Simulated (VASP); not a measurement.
# Zr6GeRu (Pm-3) in VASP: single point with PBE

Aim: the single point of Zr6GeRu with PBE.

Program: VASP 6.6.1. These are calculated values, not measurements. Logs are shortened: lines on timing, memory, paths and dates and some standing lists are left out, and cuts for length are marked.

## Step 1: The cell of the first run

It takes space group Pm-3 (No. 200, cubic). The conventional cell has a = 5.449 Å, b = 5.449 Å, c = 5.449 Å, α = 90.00°, β = 90.00°, γ = 90.00°. Zr (site symmetry mm2) has 10 Zr at 2.69 to 3.34 Å and 2 Ru at 3.04 Å and 2 Ge at 3.05 Å within 3.6 Å. Within 4.0 Å of Ge (site symmetry m-3) lie 12 Zr at 3.05 Å. Ru (site symmetry m-3) has 12 Zr at 3.04 Å within 4.0 Å.

The cell was generated, and may not be a known phase.

## Step 2: Single point, PBE

INCAR reads:

```
PREC     = Accurate       # precision mode
ENCUT    = 620            # plane-wave cutoff, eV
EDIFF    = 1E-6           # SCF threshold, eV
ISMEAR   = 0              # smearing method
SIGMA    = 0.2            # smearing width, eV
LREAL    = False          # projectors in reciprocal space
LASPH    = True           # aspherical terms in the spheres
NELM     = 300            # most SCF steps
ALGO     = All            # electronic algorithm
ISIF     = 2              # what is computed and relaxed
LWAVE    = False          # write WAVECAR
LCHARG   = False          # write CHGCAR
GGA      = PE             # functional
NBANDS   = 60             # bands
GGA_COMPAT= False        
ISEARCH  = 1            
KPAR     = 4
```

KPOINTS reads:

```
regular mesh
0
Gamma
  3 3 3
```

POSCAR reads:

```
Zr6GeRu
1.0
    5.4486458130      0.0000000000      0.0000000000
    0.0000000000      5.4486458130      0.0000000000
    0.0000000000      0.0000000000      5.4486458130
Zr Ge Ru
6 1 1
Direct
    0.0000000000      0.5000000000      0.7527398772
    0.5000000000      0.2472601228      0.0000000000
    0.7527398772      0.0000000000      0.5000000000
    0.0000000000      0.5000000000      0.2472601228
    0.5000000000      0.7527398772      0.0000000000
    0.2472601228      0.0000000000      0.5000000000
    0.5000000000      0.5000000000      0.5000000000
    0.0000000000      0.0000000000      0.0000000000
```

Potentials or basis: VASP PAW PBE potentials, release 64 (Zr_sv, Ge_d, Ru_pv).

Started as:

```sh
> cat potpaw_PBE.64/Zr_sv/POTCAR potpaw_PBE.64/Ge_d/POTCAR potpaw_PBE.64/Ru_pv/POTCAR > POTCAR
> mpirun -np 4 vasp_std > vasp.out
```

OUTCAR:

```text
PREC = Accurate
   ENCUT = 620
   EDIFF = 1E-6
   ISMEAR = 0
   LREAL = False
   LASPH = True
   NELM = 300
   ISIF = 2
   GGA = PE

 ion  position               nearest neighbor table
   1  0.000  0.500  0.753-   4 2.69   4 2.75   8 3.04   8 3.04   7 3.05   7 3.05   2 3.34   5 3.34
                             3 3.34   6 3.34   6 3.34   2 3.34   5 3.34   3 3.34
   2  0.500  0.247  0.000-   5 2.69   5 2.75   8 3.04   8 3.04   7 3.05   7 3.05   3 3.34   4 3.34
                             3 3.34   6 3.34   1 3.34   1 3.34   4 3.34   6 3.34
   3  0.753  0.000  0.500-   6 2.69   6 2.75   8 3.04   8 3.04   7 3.05   7 3.05   4 3.34   2 3.34
                             5 3.34   5 3.34   1 3.34   4 3.34   1 3.34   2 3.34
   4  0.000  0.500  0.247-   1 2.69   1 2.75   8 3.04   8 3.04   7 3.05   7 3.05   2 3.34   3 3.34
                             3 3.34   6 3.34   5 3.34   2 3.34   5 3.34   6 3.34
   5  0.500  0.753  0.000-   2 2.69   2 2.75   8 3.04   8 3.04   7 3.05   7 3.05   3 3.34   3 3.34
                             6 3.34   4 3.34   6 3.34   1 3.34   4 3.34   1 3.34
   6  0.247  0.000  0.500-   3 2.69   3 2.75   8 3.04   8 3.04   7 3.05   7 3.05   2 3.34   1 3.34
                             2 3.34   5 3.34   4 3.34   1 3.34   4 3.34   5 3.34
   7  0.500  0.500  0.500-   1 3.05   2 3.05   3 3.05   4 3.05   5 3.05   6 3.05   2 3.05   5 3.05
                             3 3.05   6 3.05   1 3.05   4 3.05
   8  0.000  0.000  0.000-   1 3.04   2 3.04   3 3.04   4 3.04   5 3.04   6 3.04   3 3.04   6 3.04
                             1 3.04   4 3.04   2 3.04   5 3.04

  LATTYP: Found a simple cubic cell.
 ALAT       =     5.4486458130

  Lattice vectors:

 A1 = (   5.4486458130,   0.0000000000,   0.0000000000)
 A2 = (   0.0000000000,   5.4486458130,   0.0000000000)
 A3 = (   0.0000000000,   0.0000000000,   5.4486458130)

Analysis of symmetry for initial positions (statically):
=====================================================================
 Subroutine PRICEL returns:
 Original cell was already a primitive cell.

 Routine SETGRP: Setting up the symmetry group for a
 simple cubic supercell.

 Subroutine GETGRP returns: Found 24 space group operations
 (whereof 24 operations were pure point group operations)
 out of a pool of 48 trial point group operations.

The static configuration has the point symmetry T_h .

Analysis of symmetry for dynamics (positions and initial velocities):
=====================================================================
 Subroutine PRICEL returns:
 Original cell was already a primitive cell.

 Routine SETGRP: Setting up the symmetry group for a
 simple cubic supercell.

 Subroutine GETGRP returns: Found 24 space group operations
 (whereof 24 operations were pure point group operations)
 out of a pool of 48 trial point group operations.

The dynamic configuration has the point symmetry T_h .

 Subroutine INISYM returns: Found 24 space group operations
 (whereof 24 operations are pure point group operations),
 and found     1 'primitive' translations

----------------------------------------------------------------------------------------

                                     Primitive cell

  volume of cell :     161.7580

  direct lattice vectors                    reciprocal lattice vectors
     5.448645813  0.000000000  0.000000000     0.183531842  0.000000000  0.000000000
     0.000000000  5.448645813  0.000000000     0.000000000  0.183531842  0.000000000
     0.000000000  0.000000000  5.448645813     0.000000000  0.000000000  0.183531842

  length of vectors
     5.448645813  5.448645813  5.448645813     0.183531842  0.183531842  0.183531842

  position of ions in fractional coordinates (direct lattice)
     0.000000000  0.500000000  0.752739877
     0.500000000  0.247260123  0.000000000
     0.752739877  0.000000000  0.500000000
     0.000000000  0.500000000  0.247260123
     0.500000000  0.752739877  0.000000000
     0.247260123  0.000000000  0.500000000
     0.500000000  0.500000000  0.500000000
     0.000000000  0.000000000  0.000000000

  ion indices of the primitive-cell ions
   primitive index   ion index
                 1           1
                 2           2
                 3           3
                 4           4
                 5           5
                 6           6
                 7           7
                 8           8

----------------------------------------------------------------------------------------

 KPOINTS: regular mesh

Automatic generation of k-mesh.
 Grid dimensions read from file:
 generate k-points for:    3    3    3

 Generating k-lattice:

  Cartesian coordinates                     Fractional coordinates (reciprocal lattice)
     0.061177281  0.000000000  0.000000000     0.333333333  0.000000000  0.000000000
     0.000000000  0.061177281  0.000000000     0.000000000  0.333333333  0.000000000
     0.000000000  0.000000000  0.061177281     0.000000000  0.000000000  0.333333333

  Length of vectors
     0.061177281  0.061177281  0.061177281

  Shift w.r.t. Gamma in fractional coordinates (k-lattice)
     0.000000000  0.000000000  0.000000000

 Subroutine IBZKPT returns following result:
 ===========================================

 Found      4 irreducible k-points:

 Following reciprocal coordinates:
            Coordinates               Weight
  0.000000  0.000000  0.000000      1.000000
  0.333333  0.000000  0.000000      6.000000
  0.333333  0.333333  0.000000     12.000000
  0.333333  0.333333  0.333333      8.000000
   k-points           NKPTS =      4   k-points in BZ     NKDIM =      4   number of bands    NBANDS=     60
   number of dos      NEDOS =    301   number of ions     NIONS =      8
   total plane-waves  NPLWV = 110592
   dimension x,y,z NGX =    48 NGY =   48 NGZ =   48
   dimension x,y,z NGXF=    96 NGYF=   96 NGZF=   96
   ions per type =               6   1   1
   NGX,Y,Z   is equivalent  to a cutoff of  14.65, 14.65, 14.65 a.u.
   NGXF,Y,Z  is equivalent  to a cutoff of  29.29, 29.29, 29.29 a.u.
 SYSTEM =  unknown system
   PREC   = accura    normal or accurate (medium, high low for compatibility)
   ISTART =      0    job   : 0-new  1-cont  2-samecut
   ICHARG =      2    charge: 1-file 2-atom 10-const
   ISPIN  =      1    spin polarized calculation?
   LNONCOLLINEAR =      F non collinear calculations
   LSORBIT =      F    spin-orbit coupling
   LASPH  =      T    aspherical Exc in radial PAW
   ENCUT  =  620.0 eV  45.57 Ry    6.75 a.u.  11.06 11.06 11.06*2*pi/ulx,y,z
   NELM   =    300;   NELMIN=  2; NELMDL= -5     # of ELM steps
   EDIFF  = 0.1E-05   stopping-criterion for ELM
   LREAL  =      F    real-space projection
   EDIFFG = 0.1E-04   stopping-criterion for IOM
   NSW    =      0    number of steps for IOM
   IBRION =     -1    ionic relax: 0-MD 1-quasi-New 2-CG
   NFREE  =      0    steps in history (QN), initial steepest desc. (CG)
   ISIF   =      2    stress and relaxation
   ISYM   =      2    0-nonsym 1-usesym 2-fastsym
   POTIM  = 0.5000    time-step for ionic-motion
   TEBEG  =    0.0;   TEEND  =   0.0 temperature during run
   PSTRESS=    0.0 pullay stress
   NELECT =     100.0000    total number of electrons
   NUPDOWN=      -1.0000    fix difference up-down
   EMIN   =  10.00;   EMAX   =-10.00  energy-range for DOS
   EFERMI =   0.00;   METHOD = LEGACY
   ISMEAR =     0;   SIGMA  =   0.20  broadening in eV -4-tet -1-fermi 0-gaus
   EFERMI_NEDOS =   21; number of points for ismear=-14 and -15
   IALGO  =     58    algorithm
   IMIX   =      4    mixing-type and parameters
     AMIX     =   0.40;   BMIX     =  1.00
     AMIX_MAG =   1.60;   BMIX_MAG =  1.00
  volume/ion in A,a.u.               =      20.22       136.45
  Fermi-wavevector in a.u.,A,eV,Ry     =   1.394610  2.635432 26.462493  1.944938
  Thomas-Fermi vector in A             =   2.518143
   LORBIT       =      0    0 simple, 1 ext, 2 COOP (PROOUT), +10 PAW based schemes
   GGA     = PE    functional components
   LHFCALC =     F    Hartree Fock is set to
   AEXX    =    0.0000 exact exchange contribution
   IVDW    =     0    specifies the selected vdW correction
   LEPSILON=     F    determine dielectric tensor
   LRPA    =     F    only Hartree local field effects (RPA)
 non-spin polarized calculation
 Gauss-broadening in eV      SIGMA  =   0.20
  energy-cutoff  :      620.00
  volume of cell :      161.76
 maximum number of plane-waves:      5716
 NGX is ok and might be reduce to    48
   NGX = 23   NGY = 23   NGZ = 23

 number of electron     100.0000004 magnetization

 Free energy of the ion-electron system (eV)
  ---------------------------------------------------
  ext. energy  EPLUGINS =         0.00000000
  ---------------------------------------------------
  free energy    TOTEN  =       -67.12307477 eV

  energy without entropy =      -66.90744692  energy(sigma->0) =      -67.01526085

 E-fermi :   9.3588     XC(G=0): -11.6428

 val. band max:        9.3466065938   @ k =   0.3333   0.0000   0.0000
 cond. band min:       9.4307324931   @ k =   0.3333   0.3333   0.0000
 fundamental gap:      0.0841258993
 Fermi energy:         9.3588182210

 k-point     1 :       0.0000    0.0000    0.0000
  band No.  band energies     occupation
      1     -39.0666      2.00000
      2     -38.9793      2.00000
      3     -38.9793      2.00000
      4     -38.7289      2.00000
      5     -38.7289      2.00000
      6     -38.7289      2.00000
[... 52 lines left out ...]
     59      12.9833      0.00000
     60      13.0017      0.00000

 k-point     2 :       0.3333    0.0000    0.0000
  band No.  band energies     occupation
      1     -39.0367      2.00000
      2     -38.9964      2.00000
      3     -38.9279      2.00000
      4     -38.7973      2.00000
      5     -38.7289      2.00000
      6     -38.7288      2.00000
[... 52 lines left out ...]
     59      12.7736      0.00000
     60      13.1270      0.00000

 k-point     3 :       0.3333    0.3333    0.0000
  band No.  band energies     occupation
      1     -39.0153      2.00000
      2     -38.9591      2.00000
      3     -38.9210      2.00000
      4     -38.8051      2.00000
      5     -38.7908      2.00000
      6     -38.7288      2.00000
[... 52 lines left out ...]
     59      11.9962      0.00000
     60      12.3296      0.00000

 k-point     4 :       0.3333    0.3333    0.3333
  band No.  band energies     occupation
      1     -38.9639      2.00000
      2     -38.9319      2.00000
      3     -38.9319      2.00000
      4     -38.8023      2.00000
      5     -38.8023      2.00000
      6     -38.7922      2.00000
[... 52 lines left out ...]
     59      11.5034      0.00000
     60      12.5857      0.00000

------------------------ aborting loop because EDIFF is reached ----------------------------------------

  FORCE on cell =-STRESS in cart. coord.  units (eV):
  Direction    XX          YY          ZZ          XY          YZ          ZX
  --------------------------------------------------------------------------------------
  -------------------------------------------------------------------------------------
  Total        0.0929896      0.0929896      0.0929896      0.0000000     -0.0000000     -0.0000000
  in kB        0.9210418      0.9210418      0.9210418      0.0000000     -0.0000000     -0.0000000
  external PRESSURE =       0.9210418 kB  Pullay stress =       0.0000000 kB

 VOLUME and BASIS-vectors are now :
 -----------------------------------------------------------------------------
  energy-cutoff  :      620.00
  volume of cell :      161.76
      direct lattice vectors                 reciprocal lattice vectors
     5.448645813  0.000000000  0.000000000     0.183531842  0.000000000  0.000000000
     0.000000000  5.448645813  0.000000000     0.000000000  0.183531842  0.000000000
     0.000000000  0.000000000  5.448645813     0.000000000  0.000000000  0.183531842

 POSITION                                       TOTAL-FORCE (eV/Angst)
 -----------------------------------------------------------------------------------
      0.00000      2.72432      4.10141        -0.000000      0.000000     -0.022705
      2.72432      1.34723      0.00000        -0.000000      0.022705      0.000000
      4.10141      0.00000      2.72432        -0.022705     -0.000000      0.000000
      0.00000      2.72432      1.34723        -0.000000     -0.000000      0.022705
      2.72432      4.10141      0.00000        -0.000000     -0.022705      0.000000
      1.34723      0.00000      2.72432         0.022705     -0.000000      0.000000
      2.72432      2.72432      2.72432        -0.000000      0.000000      0.000000
      0.00000      0.00000      0.00000        -0.000000      0.000000      0.000000
 -----------------------------------------------------------------------------------
    total drift:                                0.000000     -0.000000     -0.000000

  FREE ENERGIE OF THE ION-ELECTRON SYSTEM (eV)
  ---------------------------------------------------
  free  energy   TOTEN  =       -67.1230747712 eV

  energy  without entropy=      -66.9074446449  energy(sigma->0) =      -67.01525971
```

Wall time 37 s (4 MPI ranks of AMD EPYC 9R45 (Zen 5), shared host); peak memory 0.35 GiB.

What came out:

```
Free energy            : -67.1231 eV
Pressure               : 0.1 GPa
Largest force          : 0.023 eV/Å
Band gap on the k mesh : zero (bands 50 and 51 overlap by 0.46 eV)
```

Forces in eV/Å, atoms in the order of the input:
```
Zr   0.000  0.000 -0.023
Zr   0.000  0.023  0.000
Zr  -0.023  0.000  0.000
Zr   0.000  0.000  0.023
Zr   0.000 -0.023  0.000
Zr   0.023  0.000  0.000
Ge   0.000  0.000  0.000
Ru   0.000  0.000  0.000
```

Caveat: the k points lie up to 0.38 Å⁻¹ apart.

The gap in the log of VASP goes by the Fermi energy; the results here count the filled bands.